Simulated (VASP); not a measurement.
# Mg7CdO8 (P1) in VASP: single point with HSE06

Aim: the single point of Mg7CdO8 with HSE06.

All numbers are computed with VASP 6.6.1; they aren't measurements. Logs are shortened: lines on timing, memory, paths and dates and some standing lists are left out, and cuts for length are marked.

### 1 The cell of the first run

The typed cell holds 64 atoms: a = 8.588 Å, b = 8.588 Å, c = 8.588 Å, α = 90.00°, β = 90.00°, γ = 90.00°.

### 2 Single point, HSE06

POSCAR reads:

```
Mg7CdO8
1.0
    8.5882230000      0.0000000000      0.0000000000
    0.0000000000      8.5882230000      0.0000000000
    0.0000000000      0.0000000000      8.5882230000
O Mg Cd
32 28 4
Direct
    0.2505050000      0.9982750000      0.0000890000
    0.2507380000      0.9988800000      0.4994570000
    0.2501480000      0.5024750000      0.9999530000
    0.2503620000      0.5007930000      0.4995810000
    0.7494730000      0.9885660000      0.0001800000
    0.7500210000      0.9978880000      0.4997940000
    0.7489760000      0.5175490000      0.0006240000
    0.7492110000      0.5019980000      0.4998010000
    0.0121570000      0.2516390000      0.9994220000
    0.0016980000      0.2506870000      0.5005160000
    0.0019440000      0.7501250000      0.9979700000
    0.0007150000      0.7493370000      0.5019750000
    0.4875720000      0.2506210000      0.9971200000
    0.4986340000      0.2501700000      0.5014060000
    0.4982420000      0.7494470000      0.9864860000
    0.5009500000      0.7488710000      0.5126650000
    0.0028970000      0.0024230000      0.2494700000
    0.0025690000      0.0010290000      0.7503050000
    0.0139090000      0.4980990000      0.2497320000
    0.0142260000      0.4991220000      0.7504930000
    0.4987050000      0.0122370000      0.2493140000
    0.4980130000      0.0016370000      0.7499660000
    0.4843010000      0.4848280000      0.2485800000
    0.4853710000      0.4968070000      0.7498240000
    0.2483140000      0.2471840000      0.2516400000
    0.2494000000      0.2472790000      0.7478320000
    0.2385540000      0.7519720000      0.2503190000
    0.2486610000      0.7523190000      0.7490960000
    0.7525370000      0.2354500000      0.2634380000
    0.7504260000      0.2345860000      0.7363410000
    0.7653940000      0.7657910000      0.2526840000
    0.7530450000      0.7644050000      0.7485860000
    0.0029690000      0.9985020000      0.9998320000
    0.0010170000      0.9999810000      0.4999850000
    0.0077440000      0.5027160000      0.9998220000
    0.0051560000      0.5000810000      0.5000950000
    0.4976430000      0.0000280000      0.9976030000
    0.4998950000      0.0015100000      0.5017740000
    0.4921030000      0.5002200000      0.9971050000
    0.4950190000      0.4975960000      0.5024030000
    0.2498210000      0.2494050000      0.9996790000
    0.2498520000      0.2491360000      0.4999030000
    0.2483860000      0.7508940000      0.9976230000
    0.2483950000      0.7503920000      0.5017670000
    0.7503210000      0.2448930000      0.5000120000
    0.7531690000      0.7549230000      0.9969530000
    0.7530110000      0.7545480000      0.5024440000
    0.2486310000      0.0013090000      0.2500170000
    0.2499900000      0.9998260000      0.7494900000
    0.2484390000      0.4980030000      0.2500900000
    0.2497480000      0.5000510000      0.7494090000
    0.7528020000      0.0003600000      0.2519550000
    0.7504620000      0.9987640000      0.7479120000
    0.0046210000      0.2479970000      0.2523250000
    0.0048050000      0.2477410000      0.7476050000
    0.0025450000      0.7525040000      0.2502180000
    0.0027100000      0.7525590000      0.7496650000
    0.4949810000      0.2477460000      0.2523100000
    0.4950010000      0.2473750000      0.7474890000
    0.4977060000      0.7525320000      0.7495470000
    0.7498750000      0.2487070000      0.9999900000
    0.7508750000      0.4998890000      0.2506830000
    0.7499260000      0.5004280000      0.7495820000
    0.5008260000      0.7499800000      0.2495740000
```

INCAR.step1 reads:

```
ALGO = Normal
EDIFF = 1E-5
ENCUT = 520
GGA = PE
ISIF = 2
ISMEAR = -1
LASPH = T
LCHARG = F
LREAL = Auto
LWAVE = T
NBANDS = 186
NELM = 60
PREC = Accurate
SIGMA = 0.05
```

INCAR.step2 reads:

```
ALGO = Normal
EDIFF = 1E-6
ENCUT = 520
GGA = PE
HFSCREEN = 0.2079
ISIF = 2
ISMEAR = -1
ISTART = 1
LASPH = T
LCHARG = F
LHFCALC = T
LREAL = Auto
LWAVE = F
NBANDS = 186
NELM = 60
PREC = Accurate
PRECFOCK = Fast
SIGMA = 0.05
```

KPOINTS reads:

```
k-points
0
Gamma
  1 1 1
```

Potentials or basis: VASP PAW PBE potentials, release 64 (O, Mg, Cd).

On the command line:

```bash
cat potpaw_PBE.64/O/POTCAR potpaw_PBE.64/Mg/POTCAR potpaw_PBE.64/Cd/POTCAR > POTCAR
cp INCAR.step1 INCAR
mpirun -np 1 vasp_gam > vasp.out
cp INCAR.step2 INCAR
mpirun -np 1 vasp_gam > vasp.out
```

OUTCAR:

```text
EDIFF = 1E-6
   ENCUT = 520
   GGA = PE
   HFSCREEN = 0.2079
   ISIF = 2
   ISMEAR = -1
   ISTART = 1
   LASPH = T
   LHFCALC = T
   LREAL = Auto
   NELM = 60
   PREC = Accurate
   PRECFOCK = Fast

 ion  position               nearest neighbor table
   1  0.251  0.998  0.000-  37 2.12  43 2.12  33 2.13  48 2.15  49 2.15  41 2.16
   2  0.251  0.999  0.499-  44 2.13  38 2.14  48 2.14  34 2.14  49 2.15  42 2.15
   3  0.250  0.502  1.000-  39 2.08  35 2.08  43 2.13  50 2.15  51 2.15  41 2.17
   4  0.250  0.501  0.500-  40 2.10  36 2.11  50 2.14  44 2.14  51 2.15  42 2.16
   5  0.749  0.989  0.000-  46 2.01  52 2.16  37 2.17  53 2.17  33 2.18  61 2.23
   6  0.750  0.998  0.500-  47 2.09  45 2.12  52 2.13  53 2.13  38 2.15  34 2.16
[... 76 lines left out ...]
  58  0.495  0.248  0.252-  21 2.02  23 2.04  25 2.12  14 2.14  13 2.19  29 2.22  42 2.99  48 2.99
                            38 3.01  50 3.02  41 3.02  40 3.04  37 3.05  45 3.06  52 3.07  61 3.08
  59  0.495  0.247  0.747-  26 2.11  22 2.11  14 2.11  24 2.14  13 2.15  30 2.20  38 2.99  49 2.99
                            42 2.99  40 3.01  41 3.02  37 3.02  51 3.02  39 3.05  45 3.05  53 3.06
  60  0.498  0.753  0.750-  16 2.03  15 2.04  28 2.14  22 2.14  32 2.20  24 2.20  49 3.01  37 3.01
                            38 3.02  44 3.02  43 3.02  53 3.03  39 3.04  51 3.04  40 3.05  47 3.05
  61  0.750  0.249  1.000-   5 2.23   9 2.25  13 2.25  29 2.27  30 2.27   7 2.31  52 3.04  37 3.04
                            62 3.05  53 3.05  63 3.05  33 3.06  54 3.08  58 3.08  55 3.08  59 3.08
  62  0.751  0.500  0.251-   8 2.14   7 2.15  19 2.26  29 2.27  31 2.29  23 2.29  64 3.04  61 3.05
                            36 3.06  56 3.06  45 3.06  54 3.07  47 3.08  40 3.08  35 3.08  58 3.09
  63  0.750  0.500  0.750-   8 2.15   7 2.16  32 2.27  20 2.27  24 2.27  30 2.29  47 3.04  46 3.05
                            61 3.05  40 3.05  60 3.06  36 3.07  57 3.07  45 3.07  39 3.07  55 3.08
  64  0.501  0.750  0.250-  21 2.25  27 2.25  16 2.26  15 2.26  31 2.28  23 2.28  62 3.04  37 3.05
                            52 3.05  39 3.05  48 3.06  38 3.06  50 3.06  43 3.06  44 3.06  46 3.07

  LATTYP: Found a simple cubic cell.
 ALAT       =     8.5882230000

  Lattice vectors:

 A1 = (   8.5882230000,   0.0000000000,   0.0000000000)
 A2 = (   0.0000000000,   8.5882230000,   0.0000000000)
 A3 = (   0.0000000000,   0.0000000000,   8.5882230000)

Analysis of symmetry for initial positions (statically):
=====================================================================
 Subroutine PRICEL returns:
 Original cell was already a primitive cell.

 Routine SETGRP: Setting up the symmetry group for a
 simple cubic supercell.

 Subroutine GETGRP returns: Found  1 space group operations
 (whereof  1 operations were pure point group operations)
 out of a pool of 48 trial point group operations.

The static configuration has the point symmetry C_1 .

Analysis of symmetry for dynamics (positions and initial velocities):
=====================================================================
 Subroutine PRICEL returns:
 Original cell was already a primitive cell.

 Routine SETGRP: Setting up the symmetry group for a
 simple cubic supercell.

 Subroutine GETGRP returns: Found  1 space group operations
 (whereof  1 operations were pure point group operations)
 out of a pool of 48 trial point group operations.

The dynamic configuration has the point symmetry C_1 .

 Subroutine INISYM returns: Found  1 space group operations
 (whereof  1 operations are pure point group operations),
 and found     1 'primitive' translations

----------------------------------------------------------------------------------------

                                     Primitive cell

  volume of cell :     633.4465

  direct lattice vectors                    reciprocal lattice vectors
     8.588223000  0.000000000  0.000000000     0.116438523  0.000000000  0.000000000
     0.000000000  8.588223000  0.000000000     0.000000000  0.116438523  0.000000000
[... 157 lines left out ...]
     0.000000000  0.000000000  0.000000000

 Subroutine IBZKPT returns following result:
 ===========================================

 Found      1 irreducible k-points:

 Following reciprocal coordinates:
            Coordinates               Weight
  0.000000  0.000000  0.000000      1.000000
   k-points           NKPTS =      1   k-points in BZ     NKDIM =      1   number of bands    NBANDS=    186
   number of dos      NEDOS =    301   number of ions     NIONS =     64
   total plane-waves  NPLWV = 262144
   dimension x,y,z NGX =    64 NGY =   64 NGZ =   64
   dimension x,y,z NGXF=   128 NGYF=  128 NGZF=  128
   ions per type =              32  28   4
   NGX,Y,Z   is equivalent  to a cutoff of  12.39, 12.39, 12.39 a.u.
   NGXF,Y,Z  is equivalent  to a cutoff of  24.78, 24.78, 24.78 a.u.
 SYSTEM =  unknown system
   PREC   = accura    normal or accurate (medium, high low for compatibility)
   ISTART =      1    job   : 0-new  1-cont  2-samecut
   ICHARG =      0    charge: 1-file 2-atom 10-const
   ISPIN  =      1    spin polarized calculation?
   LNONCOLLINEAR =      F non collinear calculations
   LSORBIT =      F    spin-orbit coupling
   LASPH  =      T    aspherical Exc in radial PAW
   ENCUT  =  520.0 eV  38.22 Ry    6.18 a.u.  15.97 15.97 15.97*2*pi/ulx,y,z
   NELM   =     60;   NELMIN=  2; NELMDL=  0     # of ELM steps
   EDIFF  = 0.1E-05   stopping-criterion for ELM
   LREAL  =      T    real-space projection
   EDIFFG = 0.1E-04   stopping-criterion for IOM
   NSW    =      0    number of steps for IOM
   IBRION =     -1    ionic relax: 0-MD 1-quasi-New 2-CG
   NFREE  =      0    steps in history (QN), initial steepest desc. (CG)
   ISIF   =      2    stress and relaxation
   ISYM   =      3    0-nonsym 1-usesym 2-fastsym
   POTIM  = 0.5000    time-step for ionic-motion
   TEBEG  =    0.0;   TEEND  =   0.0 temperature during run
   PSTRESS=    0.0 pullay stress
   NELECT =     296.0000    total number of electrons
   NUPDOWN=      -1.0000    fix difference up-down
   EMIN   =  10.00;   EMAX   =-10.00  energy-range for DOS
   EFERMI =   0.00;   METHOD = LEGACY
   ISMEAR =    -1;   SIGMA  =   0.05  broadening in eV -4-tet -1-fermi 0-gaus
   EFERMI_NEDOS =   21; number of points for ismear=-14 and -15
   IALGO  =     38    algorithm
   IMIX   =      1    mixing-type and parameters
     AMIX     =   0.40;   BMIX     =  1.00
     AMIX_MAG =   1.60;   BMIX_MAG =  1.00
  volume/ion in A,a.u.               =       9.90        66.79
  Fermi-wavevector in a.u.,A,eV,Ry     =   1.270385  2.400680 21.958150  1.613879
  Thomas-Fermi vector in A             =   2.403375
   LORBIT       =      0    0 simple, 1 ext, 2 COOP (PROOUT), +10 PAW based schemes
   GGA     = PE    functional components
   LHFCALC =     T    Hartree Fock is set to
   PRECFOCK=fast      Normal, Fast or Accurate (Low or Medium for compatibility)
   ENCUT4O =  -1.0   cutoff for four orbital integrals eV
   NKREDX  =     1    reduce k-point grid by
   NKREDY  =     1    reduce k-point grid by
   NKREDZ  =     1    reduce k-point grid by
   AEXX    =    0.2500 exact exchange contribution
   HFSCREEN=    0.2079 screening length (either q_TF or 0.3 A-1)
   HFSCREENC=   0.2079 screening length for correlation (either q_TF or 0.3 A-1)
   ENCUTFOCK=  -1.0 apply spherical cutoff to Coloumb kernel
   IVDW    =     0    specifies the selected vdW correction
   LEPSILON=     F    determine dielectric tensor
   LRPA    =     F    only Hartree local field effects (RPA)
 non-spin polarized calculation
  energy-cutoff  :      520.00
  volume of cell :      633.45
 maximum number of plane-waves:      8536
 NGX is ok and might be reduce to    64
  NGX = 32; NGY = 32; NGZ = 32

 number of electron     295.9999853 magnetization

 Free energy of the ion-electron system (eV)
  ---------------------------------------------------
  ext. energy  EPLUGINS =         0.00000000
  ---------------------------------------------------
  free energy    TOTEN  =      -434.87333445 eV

  energy without entropy =     -434.87333445  energy(sigma->0) =     -434.87333445

 E-fermi :   3.6486     XC(G=0):  -9.1294

 val. band max:        2.4382201951   @ k =   0.0000   0.0000   0.0000
 cond. band min:       6.8351764006   @ k =   0.0000   0.0000   0.0000
 fundamental gap:      4.3969562055
 Fermi energy:         3.6485912839

 k-point     1 :       0.0000    0.0000    0.0000
  band No.  band energies     occupation
      1     -17.0877      2.00000
      2     -16.5846      2.00000
      3     -16.4290      2.00000
      4     -16.3790      2.00000
      5     -16.3608      2.00000
      6     -16.3456      2.00000
[... 152 lines left out ...]
    159      11.3160      0.00000
    160      11.4120      0.00000
 [bands above 160 left out]

------------------------ aborting loop because EDIFF is reached ----------------------------------------

  FORCE on cell =-STRESS in cart. coord.  units (eV):
  Direction    XX          YY          ZZ          XY          YZ          ZX
  --------------------------------------------------------------------------------------
  -------------------------------------------------------------------------------------
  Total       -4.9318220     -4.7126464     -3.8045555      0.8553933      0.0390312      0.3100624
  in kB      -12.4740661    -11.9197047     -9.6228688      2.1635478      0.0987216      0.7842413
  external PRESSURE =     -11.3388799 kB  Pullay stress =       0.0000000 kB

 VOLUME and BASIS-vectors are now :
 -----------------------------------------------------------------------------
  energy-cutoff  :      520.00
  volume of cell :      633.45
      direct lattice vectors                 reciprocal lattice vectors
     8.588223000  0.000000000  0.000000000     0.116438523  0.000000000  0.000000000
     0.000000000  8.588223000  0.000000000     0.000000000  0.116438523  0.000000000
     0.000000000  0.000000000  8.588223000     0.000000000  0.000000000  0.116438523

 POSITION                                       TOTAL-FORCE (eV/Angst)
 -----------------------------------------------------------------------------------
      2.15139      8.57341      0.00076         0.011831     -0.024924      0.011158
      2.15339      8.57860      4.28945         0.008557     -0.011128     -0.007445
      2.14833      4.31537      8.58782         0.006560      0.026417      0.008944
      2.15016      4.30092      4.29051         0.010395      0.014077     -0.007938
      6.43664      8.49003      0.00155        -0.000007     -0.075632      0.020482
      6.44135      8.57008      4.29234        -0.015518     -0.027009     -0.008162
[... 56 lines left out ...]
      6.44053      4.29779      6.43758         0.003225      0.036587     -0.038528
      4.30121      6.44100      2.14340        -0.038122      0.042216     -0.001069
 -----------------------------------------------------------------------------------
    total drift:                               -0.008679     -0.006450      0.000998

  FREE ENERGIE OF THE ION-ELECTRON SYSTEM (eV)
  ---------------------------------------------------
  free  energy   TOTEN  =      -434.8733344549 eV

  energy  without entropy=     -434.8733344549  energy(sigma->0) =     -434.87333445
```

It took 19 min on 1 thread of Oxide Virtual Turin-like, shared host; peak memory 0.82 GiB.

What came out:

| Property | Result |
| --- | --- |
| Free energy | -434.8733 eV |
| Pressure | -1.1 GPa |
| Largest force | 0.144 eV/Å |
| Band gap on the k mesh | 4.40 eV |

Forces in eV/Å, atoms in the order of the input:
```
O    0.012 -0.025  0.011
O    0.009 -0.011 -0.007
O    0.007  0.026  0.009
O    0.010  0.014 -0.008
O    0.000 -0.076  0.020
O   -0.016 -0.027 -0.008
O   -0.028  0.056 -0.008
O   -0.012  0.025 -0.009
O    0.020  0.005 -0.016
O   -0.011  0.024  0.003
O   -0.005 -0.024 -0.012
O   -0.019 -0.022  0.018
O   -0.020  0.032 -0.009
O    0.009  0.022  0.011
O    0.019 -0.006 -0.052
O    0.002 -0.033  0.048
O    0.010  0.032 -0.014
O    0.009  0.011  0.011
O    0.075 -0.030 -0.022
O    0.066 -0.024 -0.009
O   -0.017  0.067 -0.024
O   -0.010  0.026  0.012
O   -0.041 -0.041  0.028
O   -0.061 -0.018  0.030
O   -0.020 -0.025  0.019
O   -0.002 -0.024 -0.019
O   -0.054  0.029  0.017
O   -0.018  0.021 -0.001
O    0.011 -0.081  0.063
O    0.028 -0.052 -0.032
O    0.034  0.064 -0.020
O    0.007  0.084 -0.030
Mg   0.045 -0.049  0.005
Mg  -0.005 -0.001 -0.003
Mg   0.136  0.048  0.004
Mg   0.090  0.002 -0.001
Mg  -0.047 -0.001 -0.046
Mg   0.008  0.050  0.049
Mg  -0.134 -0.003 -0.047
Mg  -0.088 -0.046  0.043
Mg   0.003  0.002  0.001
Mg   0.002 -0.001 -0.003
Mg  -0.046 -0.002 -0.046
Mg  -0.048 -0.002  0.046
Mg   0.000 -0.100 -0.002
Mg   0.047  0.069 -0.041
Mg   0.048  0.093  0.043
Mg  -0.051  0.051 -0.002
Mg   0.002 -0.001 -0.001
Mg  -0.041 -0.053 -0.003
Mg   0.001 -0.002  0.001
Mg   0.054 -0.006  0.055
Mg   0.001 -0.044 -0.058
Mg   0.091 -0.046  0.046
Mg   0.088 -0.043 -0.044
Mg   0.032  0.050 -0.001
Mg   0.040  0.045  0.000
Mg  -0.098 -0.035  0.045
Mg  -0.090 -0.043 -0.042
Mg  -0.043  0.046  0.002
Cd  -0.003 -0.069  0.001
Cd   0.047 -0.007  0.036
Cd   0.003  0.037 -0.039
Cd  -0.038  0.042 -0.001
```

Stress tensor (GPa, compression positive):
```
-1.25  0.22  0.08
 0.22 -1.19  0.01
 0.08  0.01 -0.96
```

Levels at points of the mesh, in eV from the valence-band top:
```tsv
k point	band 145	band 146	band 147	band 148	band 149	band 150	band 151	band 152
(0.00, 0.00, 0.00)	-0.80	-0.78	-0.69	0.00	4.40	6.73	7.29	7.48
```

Caveat: the k points lie up to 0.73 Å⁻¹ apart; the PAW data sets were made with another functional, which shifts forces and pressure a little; an odd mesh through Γ misses points on the zone boundary, where band edges can lie.
